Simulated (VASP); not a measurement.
# Al (R3m) in VASP: single point with PBE+D3(BJ)

Aim: the single point of Al with PBE+D3(BJ).

Program: VASP 6.6.1. These are calculated values, not measurements. Logs are shortened: lines on timing, memory, paths and dates and some standing lists are left out, and cuts for length are marked.

### 1 The cell of the first run

It takes space group R3m (No. 160, trigonal). Conventional cell: a = 2.814 Å, b = 2.814 Å, c = 55.446 Å, α = 90.00°, β = 90.00°, γ = 120.00°. Within 3.1 Å of Al (site symmetry 3m) lie 10 Al at 2.31 to 2.82 Å. Al (site symmetry 3m) has 12 Al at 2.81 to 2.82 Å within 3.7 Å. Within 3.7 Å of Al (site symmetry 3m) lie 12 Al at 2.81 to 2.82 Å. Within 3.7 Å of Al (site symmetry 3m) lie 12 Al at 2.81 to 2.82 Å. Within 3.7 Å of Al (site symmetry 3m) lie 12 Al at 2.81 to 2.82 Å. Al (site symmetry 3m) has 12 Al at 2.81 to 2.82 Å within 3.7 Å. Within 3.1 Å of Al (site symmetry 3m) lie 10 Al at 2.31 to 2.82 Å. Within 3.7 Å of Al (site symmetry 3m) lie 12 Al at 2.81 to 2.82 Å.

### 2 Single point, PBE+D3(BJ)

File INCAR:

```
SYSTEM = Al
  PREC = Accurate
  ENCUT = 520
  EDIFF = 1E-6
  ISMEAR = 0
  SIGMA = 0.15
  LREAL = .FALSE.
  LASPH = .TRUE.
  NELM = 80
  ALGO = Fast
  ISIF = 2
  LWAVE = .FALSE.
  LCHARG = .TRUE.
  GGA = PE
  IVDW = 12
  LELF = .TRUE.
  LVHAR = .TRUE.
  NBANDS = 22
  ISYM = 0
```

File KPOINTS:

```
Automatic mesh
0
G
  16 16 2
  0 0 0
```

File POSCAR:

```
Al
1.0
   -2.8144222649      0.0000000000      0.0000000000
   -1.4072111325     -2.4373611784      0.0000000000
   -2.8144222649     -1.6249074522     18.4820941423
Al
8
Direct
    0.9583333333      0.9583333333      0.0625000000
    0.6250000000      0.6250000000      0.5625000000
   -0.1250000000     -0.1250000000      0.6875000000
    0.2083333333      0.2083333333      0.1875000000
   -0.5416666667     -0.5416666667      0.8125000000
   -0.2083333333     -0.2083333333      0.3125000000
    0.0416666667      0.0416666667      0.9375000000
    0.3750000000      0.3750000000      0.4375000000
```

Potentials or basis: VASP PAW PBE potentials, release 64 (Al).

Run with:

```
> cat potpaw_PBE.64/Al/POTCAR > POTCAR
> mpirun -np 1 vasp_std > vasp.out
```

OUTCAR:

```text
SYSTEM = Al
   PREC = Accurate
   ENCUT = 520
   EDIFF = 1E-6
   ISMEAR = 0
   LREAL = .FALSE.
   LASPH = .TRUE.
   NELM = 80
   ISIF = 2
   GGA = PE
   IVDW = 12
   ISYM = 0
 IVDW          = 12

 ion  position               nearest neighbor table
   1  0.958  0.958  0.062-   7 2.31   4 2.82   4 2.82   4 2.82
   2  0.625  0.625  0.562-   8 2.82   3 2.82   8 2.82   3 2.82   3 2.82   8 2.82
   3  0.875  0.875  0.688-   5 2.82   5 2.82   2 2.82   2 2.82   2 2.82   5 2.82
   4  0.208  0.208  0.188-   6 2.82   1 2.82   1 2.82   1 2.82   6 2.82   6 2.82
   5  0.458  0.458  0.812-   7 2.82   3 2.82   3 2.82   7 2.82   7 2.82   3 2.82
   6  0.792  0.792  0.312-   4 2.82   8 2.82   8 2.82   4 2.82   4 2.82   8 2.82
   7  0.042  0.042  0.938-   1 2.31   5 2.82   5 2.82   5 2.82
   8  0.375  0.375  0.438-   6 2.82   6 2.82   2 2.82   2 2.82   2 2.82   6 2.82

IMPORTANT INFORMATION: All symmetrisations will be switched off!
NOSYMM: (Re-)initialisation of all symmetry stuff for point group C_1.

----------------------------------------------------------------------------------------

                                     Primitive cell

  volume of cell :     126.7828

  direct lattice vectors                    reciprocal lattice vectors
    -2.814422265  0.000000000  0.000000000    -0.355312709  0.205139888 -0.036070949
    -1.407211133 -2.437361178  0.000000000     0.000000000 -0.410279777 -0.036070949
    -2.814422265 -1.624907452 18.482094142     0.000000000  0.000000000  0.054106423

  length of vectors
     2.814422265  2.814422265 18.765636168     0.411862366  0.411862366  0.054106423

  position of ions in fractional coordinates (direct lattice)
     0.958333333  0.958333333  0.062500000
     0.625000000  0.625000000  0.562500000
     0.875000000  0.875000000  0.687500000
     0.208333333  0.208333333  0.187500000
     0.458333333  0.458333333  0.812500000
     0.791666667  0.791666667  0.312500000
     0.041666667  0.041666667  0.937500000
     0.375000000  0.375000000  0.437500000

  ion indices of the primitive-cell ions
   primitive index   ion index
                 1           1
                 2           2
                 3           3
                 4           4
                 5           5
                 6           6
                 7           7
                 8           8

----------------------------------------------------------------------------------------

 KPOINTS: Automatic mesh

Automatic generation of k-mesh.
 Grid dimensions read from file:
 generate k-points for:   16   16    2

 Generating k-lattice:

  Cartesian coordinates                     Fractional coordinates (reciprocal lattice)
    -0.022207044  0.012821243 -0.002254434     0.062500000  0.000000000  0.000000000
     0.000000000 -0.025642486 -0.002254434     0.000000000  0.062500000  0.000000000
     0.000000000  0.000000000  0.027053211     0.000000000  0.000000000  0.500000000

  Length of vectors
     0.025741398  0.025741398  0.027053211

  Shift w.r.t. Gamma in fractional coordinates (k-lattice)
     0.000000000  0.000000000  0.000000000

 -----------------------------------------------------------------------------
|                                                                             |
|           W    W    AA    RRRRR   N    N  II  N    N   GGGG   !!!           |
|           W    W   A  A   R    R  NN   N  II  NN   N  G    G  !!!           |
|           W    W  A    A  R    R  N N  N  II  N N  N  G       !!!           |
|           W WW W  AAAAAA  RRRRR   N  N N  II  N  N N  G  GGG   !            |
|           WW  WW  A    A  R   R   N   NN  II  N   NN  G    G                |
|           W    W  A    A  R    R  N    N  II  N    N   GGGG   !!!           |
|                                                                             |
|     Your reciprocal lattice and k-lattice belong to different lattice       |
|     classes:                                                                |
|                                                                             |
|        The reciprocal lattice is rhombohedral (trigonal),                   |
|        whereas your k-lattice is base-centered monoclinic.                  |
|                                                                             |
|     Results are often still useful ...                                      |
|                                                                             |
 -----------------------------------------------------------------------------

 WARNING: IBZKPT: internal override: KBLOWUP is changed to .FALSE.
      ... skipping the blow-up phase ...

 Subroutine IBZKPT returns following result:
 ===========================================

 Found    260 irreducible k-points:

 Following reciprocal coordinates:
            Coordinates               Weight
  0.000000  0.000000  0.000000      1.000000
  0.062500  0.000000  0.000000      2.000000
  0.125000  0.000000  0.000000      2.000000
  0.187500  0.000000  0.000000      2.000000
  0.250000  0.000000  0.000000      2.000000
  0.312500  0.000000  0.000000      2.000000
[... 16 lines left out ...]
 -0.187500  0.062500 -0.000000      2.000000
 -0.125000  0.062500 -0.000000      2.000000
 [... further k-points ...]
   k-points           NKPTS =    260   k-points in BZ     NKDIM =    260   number of bands    NBANDS=     22
   number of dos      NEDOS =    301   number of ions     NIONS =      8
   total plane-waves  NPLWV =  80640
   dimension x,y,z NGX =    24 NGY =   24 NGZ =  140
   dimension x,y,z NGXF=    48 NGYF=   48 NGZF=  280
   ions per type =               8
   NGX,Y,Z   is equivalent  to a cutoff of  14.18, 14.18, 12.40 a.u.
   NGXF,Y,Z  is equivalent  to a cutoff of  28.35, 28.35, 24.81 a.u.
 SYSTEM =  Al
   PREC   = accura    normal or accurate (medium, high low for compatibility)
   ISTART =      0    job   : 0-new  1-cont  2-samecut
   ICHARG =      2    charge: 1-file 2-atom 10-const
   ISPIN  =      1    spin polarized calculation?
   LNONCOLLINEAR =      F non collinear calculations
   LSORBIT =      F    spin-orbit coupling
   LASPH  =      T    aspherical Exc in radial PAW
   ENCUT  =  520.0 eV  38.22 Ry    6.18 a.u.   5.23  5.23 34.89*2*pi/ulx,y,z
   NELM   =     80;   NELMIN=  2; NELMDL= -5     # of ELM steps
   EDIFF  = 0.1E-05   stopping-criterion for ELM
   LREAL  =      F    real-space projection
   EDIFFG = 0.1E-04   stopping-criterion for IOM
   NSW    =      0    number of steps for IOM
   IBRION =     -1    ionic relax: 0-MD 1-quasi-New 2-CG
   NFREE  =      0    steps in history (QN), initial steepest desc. (CG)
   ISIF   =      2    stress and relaxation
   ISYM   =      0    0-nonsym 1-usesym 2-fastsym
   POTIM  = 0.5000    time-step for ionic-motion
   TEBEG  =    0.0;   TEEND  =   0.0 temperature during run
   PSTRESS=    0.0 pullay stress
   NELECT =      24.0000    total number of electrons
   NUPDOWN=      -1.0000    fix difference up-down
   EMIN   =  10.00;   EMAX   =-10.00  energy-range for DOS
   EFERMI =   0.00;   METHOD = LEGACY
   ISMEAR =     0;   SIGMA  =   0.15  broadening in eV -4-tet -1-fermi 0-gaus
   EFERMI_NEDOS =   21; number of points for ismear=-14 and -15
   IALGO  =     68    algorithm
   IMIX   =      4    mixing-type and parameters
     AMIX     =   0.40;   BMIX     =  1.00
     AMIX_MAG =   1.60;   BMIX_MAG =  1.00
  volume/ion in A,a.u.               =      15.85       106.95
  Fermi-wavevector in a.u.,A,eV,Ry     =   0.939994  1.776331 12.021957  0.883589
  Thomas-Fermi vector in A             =   2.067362
   LORBIT       =      0    0 simple, 1 ext, 2 COOP (PROOUT), +10 PAW based schemes
   GGA     = PE    functional components
   LHFCALC =     F    Hartree Fock is set to
   AEXX    =    0.0000 exact exchange contribution
   IVDW    =    12    specifies the selected vdW correction
   LEPSILON=     F    determine dielectric tensor
   LRPA    =     F    only Hartree local field effects (RPA)
 non-spin polarized calculation
 RMM-DIIS sequential band-by-band and
 Gauss-broadening in eV      SIGMA  =   0.15
  energy-cutoff  :      520.00
  volume of cell :      126.78
 maximum number of plane-waves:      3448
 NGX is ok and might be reduce to    24
   NGX = 11   NGY = 11   NGZ = 69

 number of electron      24.0000000 magnetization

 Free energy of the ion-electron system (eV)
  ---------------------------------------------------
  ext. energy  EPLUGINS =         0.00000000
  ---------------------------------------------------
  free energy    TOTEN  =       -29.25523397 eV

  energy without entropy =      -29.22326487  energy(sigma->0) =      -29.23924942

 E-fermi :   8.3733     XC(G=0): -10.3382

 val. band max:        8.3720441170   @ k =  -0.2500   0.2500  -0.0000
 cond. band min:       8.3900913299   @ k =   0.3125   0.1875   0.5000
 fundamental gap:      0.0180472130
 Fermi energy:         8.3733168228

 k-point     1 :       0.0000    0.0000    0.0000
  band No.  band energies     occupation
      1      -2.9984      2.00000
      2      -2.5848      2.00000
      3      -2.5377      2.00000
      4      -1.2857      2.00000
      5      -1.2581      2.00000
      6       0.8480      2.00000
[... 14 lines left out ...]
     21      19.7409      0.00000
     22      19.8037      0.00000

 k-point     2 :       0.0625    0.0000    0.0000
  band No.  band energies     occupation
      1      -2.9004      2.00000
      2      -2.5064      2.00000
      3      -2.4207      2.00000
      4      -1.2476      2.00000
      5      -1.1027      2.00000
      6       0.8390      2.00000
[... 14 lines left out ...]
     21      18.5033      0.00000
     22      18.9108      0.00000
[... 523 lines left out ...]
     21      14.7090      0.00000
     22      15.0693      0.00000

 k-point    24 :      -0.1250    0.0625   -0.0000
  band No.  band energies     occupation
      1      -2.3183      2.00000
      2      -1.9260      2.00000
      3      -1.8408      2.00000
      4      -0.6726      2.00000
      5      -0.5284      2.00000
      6       1.4046      2.00000
[... 14 lines left out ...]
     21      16.0555      0.00000
     22      16.2625      0.00000

 [... further k-points ...]

------------------------ aborting loop because EDIFF is reached ----------------------------------------

 Edisp (eV)   -2.80637

 E8    (eV) :    -1.2557

  FORCE on cell =-STRESS in cart. coord.  units (eV):
  Direction    XX          YY          ZZ          XY          YZ          ZX
  --------------------------------------------------------------------------------------
  -------------------------------------------------------------------------------------
  Total      -0.02899     0.04350     5.72574    -0.06278    -0.00885    -0.01534
  in kB      -0.36634     0.54967    72.35719    -0.79338    -0.11189    -0.19383
  external pressure =       24.18 kB  Pullay stress =        0.00 kB

 VOLUME and BASIS-vectors are now :
 -----------------------------------------------------------------------------
  energy-cutoff  :      520.00
  volume of cell :      126.78
      direct lattice vectors                 reciprocal lattice vectors
    -2.814422265  0.000000000  0.000000000    -0.355312709  0.205139888 -0.036070949
    -1.407211133 -2.437361178  0.000000000     0.000000000 -0.410279777 -0.036070949
    -2.814422265 -1.624907452 18.482094142     0.000000000  0.000000000  0.054106423

 POSITION                                       TOTAL-FORCE (eV/Angst)
 -----------------------------------------------------------------------------------
     -4.22163     -2.43736      1.15513        -0.002039     -0.001177      2.299633
     -4.22163     -2.43736     10.39618        -0.000272     -0.000157     -0.032393
     -5.62884     -3.24981     12.70644         0.002146      0.001238     -0.004844
     -1.40721     -0.81245      3.46539        -0.000077     -0.000044     -0.012606
     -4.22163     -2.43736     15.01670         0.000618      0.000358      0.088808
     -4.22163     -2.43736      5.77565         0.000465      0.000269     -0.004006
     -2.81442     -1.62491     17.32696         0.000273      0.000158     -2.353640
     -2.81442     -1.62491      8.08592        -0.001115     -0.000644      0.019049
 -----------------------------------------------------------------------------------
    total drift:                                0.000003      0.000001      0.000015

  FREE ENERGIE OF THE ION-ELECTRON SYSTEM (eV)
  ---------------------------------------------------
  free  energy   TOTEN  =       -32.0616028762 eV

  energy  without entropy=      -32.0296337746  energy(sigma->0) =      -32.04561833
```

It took 6 min on 1 thread of Intel Xeon 6975P-C (Granite Rapids), shared host; peak memory 0.62 GiB.

Results:

```
Free energy                : -32.0616 eV
Pressure                   : 2.4 GPa
Largest force              : 2.354 eV/Å
Band gap on the k mesh     : zero (bands 12 and 13 overlap by 5.33 eV)
Dispersion energy per atom : -0.351 eV
```

Forces on the atoms (eV/Å):
```
Al  -0.002 -0.001  2.300
Al   0.000  0.000 -0.032
Al   0.002  0.001 -0.005
Al   0.000  0.000 -0.013
Al   0.001  0.000  0.089
Al   0.000  0.000 -0.004
Al   0.000  0.000 -2.354
Al  -0.001 -0.001  0.019
```

Stress tensor (GPa, compression positive):
```
-0.04 -0.08 -0.02
-0.08  0.05 -0.01
-0.02 -0.01  7.24
```

Caveat: forces of over 1 eV/Å act on the atoms, so gaps and moduli don't describe the material at rest.
